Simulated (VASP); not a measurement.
# Sn2PbO2 (P4/mmm) in VASP: further runs, part 2 of 2

VASP 6.6.1. The steps go on from the part before.

## (5) Single point, PBE

This run uses another cell than the first one, of 22.38 Å³/atom.

Input file INCAR:

```
ALGO     = Fast           # electronic algorithm
EDIFF    = 1E-7           # SCF threshold, eV
ENCUT    = 520            # plane-wave cutoff, eV
GGA      = PE             # functional
ISIF     = 2              # what is computed and relaxed
ISMEAR   = 0              # smearing method
LASPH    = T              # aspherical terms in the spheres
LCHARG   = F              # write CHGCAR
LREAL    = F              # projectors in reciprocal space
LWAVE    = F              # write WAVECAR
NBANDS   = 35             # bands
NELM     = 60             # most SCF steps
PREC     = Accurate       # precision mode
SIGMA    = 0.1            # smearing width, eV
```

Input file KPOINTS:

```
k-points
0
Gamma
  10 10 6
```

Input file POSCAR:

```
Sn2PbO2
1.0
    4.1579133219      0.0000000000      0.0000000000
    0.0000000000      4.1579133219      0.0000000000
    0.0000000000      0.0000000000      6.4735045691
Sn Pb O
2 1 2
Direct
    0.5000000000      0.5000000000      0.5000000000
    0.0000000000      0.0000000000      0.0000000000
    0.0000000000      0.0000000000      0.5000000000
    0.5000000000      0.5000000000      0.1913856827
    0.5000000000      0.5000000000      0.8086143173
```

Potentials or basis: VASP PAW PBE potentials, release 64 (Sn_d, Pb_d, O).

Run with:

```bash
> cat potpaw_PBE.64/Sn_d/POTCAR potpaw_PBE.64/Pb_d/POTCAR potpaw_PBE.64/O/POTCAR > POTCAR
> mpirun -np 1 vasp_std > vasp.out
```

OUTCAR:

```text
EDIFF = 1E-7
   ENCUT = 520
   GGA = PE
   ISIF = 2
   ISMEAR = 0
   LASPH = T
   LREAL = F
   NELM = 60
   PREC = Accurate

 ion  position               nearest neighbor table
   1  0.500  0.500  0.500-   4 2.00   5 2.00   3 2.94   3 2.94   3 2.94   3 2.94
   2  0.000  0.000  0.000-   3 3.24   3 3.24
   3  0.000  0.000  0.500-   1 2.94   1 2.94   1 2.94   1 2.94   2 3.24   2 3.24
   4  0.500  0.500  0.191-   1 2.00
   5  0.500  0.500  0.809-   1 2.00
[... 1110 lines left out ...]
     35      11.8150      0.00000

 [... further k-points ...]
[... 5 lines left out ...]
  --------------------------------------------------------------------------------------
  -------------------------------------------------------------------------------------
  Total       -0.0732412     -0.0732412      0.2960737      0.0000000     -0.0000000     -0.0000000
  in kB       -1.0485182     -1.0485182      4.2385775      0.0000000     -0.0000000     -0.0000000
  external PRESSURE =       0.7138470 kB  Pullay stress =       0.0000000 kB

 VOLUME and BASIS-vectors are now :
 -----------------------------------------------------------------------------
  energy-cutoff  :      520.00
  volume of cell :      111.92
      direct lattice vectors                 reciprocal lattice vectors
     4.157913322  0.000000000  0.000000000     0.240505254  0.000000000  0.000000000
     0.000000000  4.157913322  0.000000000     0.000000000  0.240505254  0.000000000
     0.000000000  0.000000000  6.473504569     0.000000000  0.000000000  0.154475831

 POSITION                                       TOTAL-FORCE (eV/Angst)
 -----------------------------------------------------------------------------------
      2.07896      2.07896      3.23675         0.000000      0.000000      0.000000
      0.00000      0.00000      0.00000         0.000000      0.000000      0.000000
      0.00000      0.00000      3.23675         0.000000      0.000000      0.000000
      2.07896      2.07896      1.23894         0.000000     -0.000000     -0.095853
      2.07896      2.07896      5.23457         0.000000      0.000000      0.095853
 -----------------------------------------------------------------------------------
    total drift:                                0.000000     -0.000000      0.000000

  FREE ENERGIE OF THE ION-ELECTRON SYSTEM (eV)
  ---------------------------------------------------
  free  energy   TOTEN  =       -21.2154889075 eV

  energy  without entropy=      -21.2027533796  energy(sigma->0) =      -21.20912114
```

OSZICAR:

```text
N       E                     dE             d eps       ncg     rms          rms(c)
DAV:   1     0.641034287119E+03    0.64103E+03   -0.26487E+04  5987   0.214E+03
DAV:   2     0.838830577383E+02   -0.55715E+03   -0.54030E+03  6040   0.570E+02
DAV:   3    -0.196696681421E+02   -0.10355E+03   -0.10041E+03  6926   0.221E+02
[... 14 lines left out ...]
RMM:  18    -0.212154871406E+02   -0.10770E-05   -0.23651E-05  7579   0.153E-02    0.190E-03
RMM:  19    -0.212154882995E+02   -0.11589E-05   -0.15977E-05  7079   0.934E-03    0.801E-04
RMM:  20    -0.212154886223E+02   -0.32273E-06   -0.44419E-06  6125   0.615E-03    0.480E-04
RMM:  21    -0.212154888226E+02   -0.20035E-06   -0.26495E-06  5854   0.420E-03    0.252E-04
RMM:  22    -0.212154889075E+02   -0.84905E-07   -0.94857E-07  5849   0.357E-03
   1 F= -.21215489E+02 E0= -.21209121E+02  d E =-.127355E-01
```

stdout:

```text
POSCAR found type information on POSCAR SnPbO
 POSCAR found :  3 types and       5 ions
 scaLAPACK will be used
 LDA part: xc-table for (Slater+PW92), standard interpolation
 POSCAR, INCAR and KPOINTS ok, starting setup
 FFT: planning ... GRIDC
 FFT: planning ... GRID_SOFT
 FFT: planning ... GRID
 WAVECAR not read
 entering main loop
WARNING in EDDRMM: call to ZHEGV failed, returncode =   6  3     31
WARNING in EDDRMM: call to ZHEGV failed, returncode =   8  4     30
```

Run time: 13 min. Hardware: 1 thread of Oxide Virtual Turin-like, shared host; peak memory 0.39 GiB.

What came out:

```
Free energy            : -21.2155 eV
Pressure               : 0.1 GPa
Largest force          : 0.096 eV/Å
Band gap on the k mesh : zero (bands 27 and 28 overlap by 2.46 eV)
```

Forces in eV/Å, atoms in the order of the input:
```
Sn   0.000  0.000  0.000
Sn   0.000  0.000  0.000
Pb   0.000  0.000  0.000
O    0.000  0.000 -0.096
O    0.000  0.000  0.096
```

Stress tensor (GPa, compression positive):
```
-0.10  0.00  0.00
 0.00 -0.10  0.00
 0.00  0.00  0.42
```

Caveat: spin-orbit coupling is left out, which moves the levels of the heavy elements.

## (6) Summary

| task | cell | k mesh | cutoff (eV) | gap on the mesh (eV) | pressure (GPa) | largest force (eV/Å) |
| --- | --- | --- | --- | --- | --- | --- |
| single point | a = 4.061, b = 4.061, c = 6.669 Å, 5 atoms, atomic positions A | 4 × 4 × 4 | 520 | none | 20.6 | 28.10 |
| single point | a = 4.151, b = 4.151, c = 6.494 Å, 5 atoms, atomic positions B | 4 × 4 × 4 | 520 | none | 0.1 | 0.06 |
| relaxation of cell and atoms | relaxed from a = 4.061, b = 4.061, c = 6.669 Å, 5 atoms, atomic positions A | 4 × 4 × 4 | 600 | none | 0.0 | 0.02 |
| single point | a = 4.158, b = 4.158, c = 6.474 Å, 5 atoms, atomic positions C | 10 × 10 × 6 | 520 | none | 0.1 | 0.10 |

Alike in all rows: level PBE; potentials or basis VASP PAW PBE potentials, release 64 (Sn_d, Pb_d, O); no spin polarisation; smearing gaussian 0.1 eV.

Caveats: some runs use coarse meshes; spin-orbit coupling is left out, which moves the levels of the heavy elements; the standard files for N, O and F lose accuracy on very short bonds (at least some runs); forces of over 1 eV/Å act on the atoms, so gaps and moduli don't describe the material at rest (at least some runs).

Absolute energies hang on the potentials; compare differences alone.
